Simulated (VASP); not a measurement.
# Hf (Fd-3m) in VASP: a series of runs

Hf is run at these levels: PBE; tasks: single point, relaxation of cell and atoms.

All numbers are computed with VASP 6.6.1; they aren't measurements. Logs are shortened: lines on timing, memory, paths and dates and some standing lists are left out, and cuts for length are marked.

## Step 1: The cell of the first run

It takes space group Fd-3m (No. 227, cubic). Conventional cell: a = 6.540 Å, b = 6.540 Å, c = 6.540 Å, α = 90.00°, β = 90.00°, γ = 90.00°. Within 3.7 Å of Hf (site symmetry -43m) lie 4 Hf at 2.83 Å.

## Step 2: Single point, PBE

File INCAR:

```
ALGO     = Normal         # electronic algorithm
EDIFF    = 1E-6           # SCF threshold, eV
ENCUT    = 520            # plane-wave cutoff, eV
GGA      = PE             # functional
ISIF     = 2              # what is computed and relaxed
ISMEAR   = -1             # smearing method
LASPH    = T              # aspherical terms in the spheres
LCHARG   = F              # write CHGCAR
LREAL    = F              # projectors in reciprocal space
LWAVE    = F              # write WAVECAR
NBANDS   = 17             # bands
NELM     = 100            # most SCF steps
PREC     = Accurate       # precision mode
SIGMA    = 0.03           # smearing width, eV
```

File KPOINTS:

```
k-points
0
Gamma
  10 10 10
```

File POSCAR:

```
Hf
1.0
    0.0000000000      3.2700369591      3.2700369591
    3.2700369591      0.0000000000      3.2700369591
    3.2700369591      3.2700369591      0.0000000000
Hf
2
Direct
    0.0000000000      0.0000000000      0.0000000000
    0.2500000000      0.2500000000      0.2500000000
```

Potentials or basis: VASP PAW PBE potentials, release 64 (Hf_pv).

The run is started by

```console
cat potpaw_PBE.64/Hf_pv/POTCAR > POTCAR
mpirun -np 1 vasp_std > vasp.out
```

OUTCAR:

```text
EDIFF = 1E-6
   ENCUT = 520
   GGA = PE
   ISIF = 2
   ISMEAR = -1
   LASPH = T
   LREAL = F
   NELM = 100
   PREC = Accurate

 ion  position               nearest neighbor table
   1  0.000  0.000  0.000-   2 2.83   2 2.83   2 2.83   2 2.83
   2  0.250  0.250  0.250-   1 2.83   1 2.83   1 2.83   1 2.83

  LATTYP: Found a face centered cubic cell.
 ALAT       =     6.5400739182

  Lattice vectors:

 A1 = (   0.0000000000,   3.2700369591,   3.2700369591)
 A2 = (   3.2700369591,   0.0000000000,   3.2700369591)
 A3 = (   3.2700369591,   3.2700369591,   0.0000000000)

Analysis of symmetry for initial positions (statically):
=====================================================================
 Subroutine PRICEL returns:
 Original cell was already a primitive cell.

 Routine SETGRP: Setting up the symmetry group for a
 face centered cubic supercell.

 Subroutine GETGRP returns: Found 48 space group operations
 (whereof 24 operations were pure point group operations)
 out of a pool of 48 trial point group operations.

The static configuration has the point symmetry T_d .
 The point group associated with its full space group is O_h .

Analysis of symmetry for dynamics (positions and initial velocities):
=====================================================================
 Subroutine PRICEL returns:
 Original cell was already a primitive cell.

 Routine SETGRP: Setting up the symmetry group for a
 face centered cubic supercell.

 Subroutine GETGRP returns: Found 48 space group operations
 (whereof 24 operations were pure point group operations)
 out of a pool of 48 trial point group operations.

The dynamic configuration has the point symmetry T_d .
 The point group associated with its full space group is O_h .

 Subroutine INISYM returns: Found 48 space group operations
 (whereof 24 operations are pure point group operations),
 and found     1 'primitive' translations

----------------------------------------------------------------------------------------

                                     Primitive cell

  volume of cell :      69.9339

  direct lattice vectors                    reciprocal lattice vectors
     0.000000000  3.270036959  3.270036959    -0.152903471  0.152903471  0.152903471
     3.270036959  0.000000000  3.270036959     0.152903471 -0.152903471  0.152903471
     3.270036959  3.270036959  0.000000000     0.152903471  0.152903471 -0.152903471

  length of vectors
     4.624530617  4.624530617  4.624530617     0.264836580  0.264836580  0.264836580

  position of ions in fractional coordinates (direct lattice)
     0.000000000  0.000000000  0.000000000
     0.250000000  0.250000000  0.250000000

  ion indices of the primitive-cell ions
   primitive index   ion index
                 1           1
                 2           2

----------------------------------------------------------------------------------------

 KPOINTS: k-points

Automatic generation of k-mesh.
 Grid dimensions read from file:
 generate k-points for:   10   10   10

 Generating k-lattice:

  Cartesian coordinates                     Fractional coordinates (reciprocal lattice)
    -0.015290347  0.015290347  0.015290347     0.100000000  0.000000000  0.000000000
     0.015290347 -0.015290347  0.015290347     0.000000000  0.100000000  0.000000000
     0.015290347  0.015290347 -0.015290347     0.000000000  0.000000000  0.100000000

  Length of vectors
     0.026483658  0.026483658  0.026483658

  Shift w.r.t. Gamma in fractional coordinates (k-lattice)
     0.000000000  0.000000000  0.000000000

 Subroutine IBZKPT returns following result:
 ===========================================

 Found     47 irreducible k-points:

 Following reciprocal coordinates:
            Coordinates               Weight
  0.000000  0.000000  0.000000      1.000000
  0.100000  0.000000  0.000000      8.000000
  0.200000  0.000000  0.000000      8.000000
  0.300000  0.000000  0.000000      8.000000
  0.400000  0.000000  0.000000      8.000000
  0.500000  0.000000  0.000000      4.000000
[... 16 lines left out ...]
  0.300000  0.300000  0.000000      6.000000
  0.400000  0.300000  0.000000     24.000000
 [... further k-points ...]
   k-points           NKPTS =     47   k-points in BZ     NKDIM =     47   number of bands    NBANDS=     17
   number of dos      NEDOS =    301   number of ions     NIONS =      2
   total plane-waves  NPLWV =  46656
   dimension x,y,z NGX =    36 NGY =   36 NGZ =   36
   dimension x,y,z NGXF=    72 NGYF=   72 NGZF=   72
   ions per type =               2
   NGX,Y,Z   is equivalent  to a cutoff of  12.94, 12.94, 12.94 a.u.
   NGXF,Y,Z  is equivalent  to a cutoff of  25.88, 25.88, 25.88 a.u.
 SYSTEM =  unknown system
   PREC   = accura    normal or accurate (medium, high low for compatibility)
   ISTART =      0    job   : 0-new  1-cont  2-samecut
   ICHARG =      2    charge: 1-file 2-atom 10-const
   ISPIN  =      1    spin polarized calculation?
   LNONCOLLINEAR =      F non collinear calculations
   LSORBIT =      F    spin-orbit coupling
   LASPH  =      T    aspherical Exc in radial PAW
   ENCUT  =  520.0 eV  38.22 Ry    6.18 a.u.   8.60  8.60  8.60*2*pi/ulx,y,z
   NELM   =    100;   NELMIN=  2; NELMDL= -5     # of ELM steps
   EDIFF  = 0.1E-05   stopping-criterion for ELM
   LREAL  =      F    real-space projection
   EDIFFG = 0.1E-04   stopping-criterion for IOM
   NSW    =      0    number of steps for IOM
   IBRION =     -1    ionic relax: 0-MD 1-quasi-New 2-CG
   NFREE  =      0    steps in history (QN), initial steepest desc. (CG)
   ISIF   =      2    stress and relaxation
   ISYM   =      2    0-nonsym 1-usesym 2-fastsym
   POTIM  = 0.5000    time-step for ionic-motion
   TEBEG  =    0.0;   TEEND  =   0.0 temperature during run
   PSTRESS=    0.0 pullay stress
   NELECT =      20.0000    total number of electrons
   NUPDOWN=      -1.0000    fix difference up-down
   EMIN   =  10.00;   EMAX   =-10.00  energy-range for DOS
   EFERMI =   0.00;   METHOD = LEGACY
   ISMEAR =    -1;   SIGMA  =   0.03  broadening in eV -4-tet -1-fermi 0-gaus
   EFERMI_NEDOS =   21; number of points for ismear=-14 and -15
   IALGO  =     38    algorithm
   IMIX   =      4    mixing-type and parameters
     AMIX     =   0.40;   BMIX     =  1.00
     AMIX_MAG =   1.60;   BMIX_MAG =  1.00
  volume/ion in A,a.u.               =      34.97       235.97
  Fermi-wavevector in a.u.,A,eV,Ry     =   1.078588  2.038235 15.828360  1.163352
  Thomas-Fermi vector in A             =   2.214530
   LORBIT       =      0    0 simple, 1 ext, 2 COOP (PROOUT), +10 PAW based schemes
   GGA     = PE    functional components
   LHFCALC =     F    Hartree Fock is set to
   AEXX    =    0.0000 exact exchange contribution
   IVDW    =     0    specifies the selected vdW correction
   LEPSILON=     F    determine dielectric tensor
   LRPA    =     F    only Hartree local field effects (RPA)
 non-spin polarized calculation
  energy-cutoff  :      520.00
  volume of cell :       69.93
 maximum number of plane-waves:      1901
 NGX is ok and might be reduce to    36
   NGX = 17   NGY = 17   NGZ = 17

 number of electron      20.0000002 magnetization

 Free energy of the ion-electron system (eV)
  ---------------------------------------------------
  ext. energy  EPLUGINS =         0.00000000
  ---------------------------------------------------
  free energy    TOTEN  =       -14.48265589 eV

  energy without entropy =      -14.46963704  energy(sigma->0) =      -14.47614647

 E-fermi :   1.5405     XC(G=0):  -9.0790

 val. band max:        1.5281070443   @ k =  -0.2000   0.3000   0.1000
 cond. band min:       1.5578444481   @ k =   0.4000   0.1000   0.0000
 fundamental gap:      0.0297374038
 Fermi energy:         1.5405293446

 k-point     1 :       0.0000    0.0000    0.0000
  band No.  band energies     occupation
      1     -29.4468      2.00000
      2     -29.4468      2.00000
      3     -29.4468      2.00000
      4     -28.8652      2.00000
      5     -28.8652      2.00000
      6     -28.8652      2.00000
[... 9 lines left out ...]
     16       7.1695      0.00000
     17       7.1695      0.00000

 k-point     2 :       0.1000    0.0000    0.0000
  band No.  band energies     occupation
      1     -29.4532      2.00000
      2     -29.4532      2.00000
      3     -29.4455      2.00000
      4     -28.8677      2.00000
      5     -28.8585      2.00000
      6     -28.8585      2.00000
[... 9 lines left out ...]
     16       7.1333      0.00000
     17       7.1333      0.00000

 k-point     3 :       0.2000    0.0000    0.0000
  band No.  band energies     occupation
      1     -29.4695      2.00000
      2     -29.4695      2.00000
      3     -29.4422      2.00000
      4     -28.8739      2.00000
      5     -28.8414      2.00000
      6     -28.8414      2.00000
[... 9 lines left out ...]
     16       7.0088      0.00000
     17       7.0088      0.00000

 k-point     4 :       0.3000    0.0000    0.0000
  band No.  band energies     occupation
      1     -29.4885      2.00000
      2     -29.4885      2.00000
      3     -29.4385      2.00000
      4     -28.8814      2.00000
      5     -28.8215      2.00000
      6     -28.8215      2.00000
[... 9 lines left out ...]
     16       6.7580      0.00000
     17       6.7580      0.00000
[... 343 lines left out ...]
      1     -29.5324      2.00000
      2     -29.4894      2.00000
      3     -29.3918      2.00000
      4     -28.9278      2.00000
      5     -28.8205      2.00000
      6     -28.7786      2.00000
[... 9 lines left out ...]
     16       5.9096      0.00000
     17       7.2946      0.00000

 k-point    23 :       0.3000    0.3000    0.0000
  band No.  band energies     occupation
      1     -29.5326      2.00000
      2     -29.5326      2.00000
      3     -29.3326      2.00000
      4     -28.9924      2.00000
      5     -28.7755      2.00000
      6     -28.7755      2.00000
[... 9 lines left out ...]
     16       5.5185      0.00000
     17       7.2983      0.00000

 k-point    24 :       0.4000    0.3000    0.0000
  band No.  band energies     occupation
      1     -29.5511      2.00000
      2     -29.5462      2.00000
      3     -29.2976      2.00000
      4     -29.0292      2.00000
      5     -28.7611      2.00000
      6     -28.7570      2.00000
[... 9 lines left out ...]
     16       5.1692      0.00000
     17       7.1405      0.00000

 [... further k-points ...]

------------------------ aborting loop because EDIFF is reached ----------------------------------------

  FORCE on cell =-STRESS in cart. coord.  units (eV):
  Direction    XX          YY          ZZ          XY          YZ          ZX
  --------------------------------------------------------------------------------------
  -------------------------------------------------------------------------------------
  Total       -0.1016620     -0.1016620     -0.1016620     -0.0000000      0.0000000     -0.0000000
  in kB       -2.3290620     -2.3290620     -2.3290620     -0.0000000      0.0000000     -0.0000000
  external PRESSURE =      -2.3290620 kB  Pullay stress =       0.0000000 kB

 VOLUME and BASIS-vectors are now :
 -----------------------------------------------------------------------------
  energy-cutoff  :      520.00
  volume of cell :       69.93
      direct lattice vectors                 reciprocal lattice vectors
     0.000000000  3.270036959  3.270036959    -0.152903471  0.152903471  0.152903471
     3.270036959  0.000000000  3.270036959     0.152903471 -0.152903471  0.152903471
     3.270036959  3.270036959  0.000000000     0.152903471  0.152903471 -0.152903471

 POSITION                                       TOTAL-FORCE (eV/Angst)
 -----------------------------------------------------------------------------------
      0.00000      0.00000      0.00000        -0.000000     -0.000000     -0.000000
      1.63502      1.63502      1.63502         0.000000      0.000000      0.000000
 -----------------------------------------------------------------------------------
    total drift:                                0.000000      0.000000      0.000000

  FREE ENERGIE OF THE ION-ELECTRON SYSTEM (eV)
  ---------------------------------------------------
  free  energy   TOTEN  =       -14.4826558904 eV

  energy  without entropy=      -14.4696370430  energy(sigma->0) =      -14.47614647
```

It took 55 s on 1 thread of Intel Xeon Platinum 8259CL at 2.50GHz (Skylake/Cascade Lake), shared host; peak memory 0.22 GiB.

Results:

```
Free energy            : -14.4827 eV
Pressure               : -0.2 GPa
Band gap on the k mesh : zero (band 10 reaches 1.90 eV, above the bottom of band 11 at 1.20 eV)
```

Levels at points of the mesh, in eV from the Fermi level:
```
           k point  band 7  band 8  band 9  band 10  band 11  band 12  band 13  band 14
(0.00, 0.00, 0.00)   -5.08   -0.28   -0.28     0.17     0.17     0.17     2.08     2.08
(0.50, 0.00, 0.00)   -2.98   -0.82   -0.24    -0.24    -0.04     0.23     0.23     3.06
(0.50, 0.50, 0.00)   -1.24   -1.24   -1.18    -1.18     0.36     0.36     2.13     2.13
```

Caveat: spin-orbit coupling is left out, which moves the levels of the heavy elements.

## Step 3: Relaxation of cell and atoms, PBE

This run uses another cell than the first one, of 33.37 Å³/atom, 0.954 times its volume.

File INCAR:

```
SYSTEM = Hf
ALGO = Normal ; EDIFF = 1E-6
EDIFFG = -0.005 ; ENCUT = 600
GGA = PE ; IBRION = 2
ISIF = 3 ; ISMEAR = -1
LASPH = .TRUE. ; LCHARG = .FALSE.
LREAL = .FALSE. ; LWAVE = .FALSE.
NELM = 100 ; NSW = 100
PREC = Accurate ; SIGMA = 0.03
```

File KPOINTS:

```
k-points
0
G
  10 10 10
  0 0 0
```

File POSCAR:

```
Hf
1.0
    0.0000000000      3.2195088072      3.2195088072
    3.2195088072      0.0000000000      3.2195088072
    3.2195088072      3.2195088072      0.0000000000
Hf
2
Direct
    0.0000000000      0.0000000000      0.0000000000
    0.2500000000      0.2500000000      0.2500000000
```

Potentials or basis: VASP PAW PBE potentials, release 64 (Hf_pv).

The run is started by

```console
cat potpaw_PBE.64/Hf_pv/POTCAR > POTCAR
mpirun -np 1 vasp_std > vasp.out
```

Run time: 88 s. Hardware: 1 thread of Intel Xeon Platinum 8259CL at 2.50GHz (Skylake/Cascade Lake), shared host; peak memory 0.24 GiB.

The run converged. Its results:

| Property | Result |
| --- | --- |
| Free energy | -14.4830 eV |
| Relaxed volume | 34.71 Å³/atom |
| Relaxed cell | a = 4.613 Å, b = 4.613 Å, c = 4.613 Å, α = 60.00°, β = 60.00°, γ = 60.00° |
| Space group after relaxing (to 0.05 Å) | Fd-3m (No. 227) |
| Energy gained by relaxing | 5.2 meV/atom |
| Ionic steps | 3 |
| Pressure after relaxing | 0.0 GPa |
| Band gap on the k mesh | zero (band 10 reaches 1.93 eV, above the bottom of band 11 at 1.24 eV) |

The path:
| step | energy change (eV) | largest force (eV/Å) | pressure (GPa) | volume (Å³) |
| --- | --- | --- | --- | --- |
| 1 | 0.0000 | 0.0000 | 1.27 | 66.74 |
| 2 | -0.0103 | 0.0000 | 0.04 | 69.34 |
| 3 | -0.0103 | 0.0000 | 0.00 | 69.42 |

Final structure:
```yaml
crystal:
  lattice:
    - [0.00000, 3.26204, 3.26204]
    - [3.26204, 0.00000, 3.26204]
    - [3.26204, 3.26204, 0.00000]
  atoms:
    - { symbol: Hf, position: [0.00000, 0.00000, 0.00000] }
    - { symbol: Hf, position: [0.25000, 0.25000, 0.25000] }
```

Levels at points of the mesh, in eV from the Fermi level:
| k point | band 8 | band 9 | band 10 | band 11 | band 12 | band 13 |
| --- | --- | --- | --- | --- | --- | --- |
| (0.00, 0.00, 0.00) | -0.29 | -0.29 | 0.17 | 0.17 | 0.17 | 2.09 |
| (0.50, 0.00, 0.00) | -0.83 | -0.25 | -0.25 | -0.03 | 0.23 | 0.23 |
| (0.50, 0.50, 0.00) | -1.25 | -1.17 | -1.17 | 0.36 | 0.36 | 2.14 |

Caveat: spin-orbit coupling is left out, which moves the levels of the heavy elements.
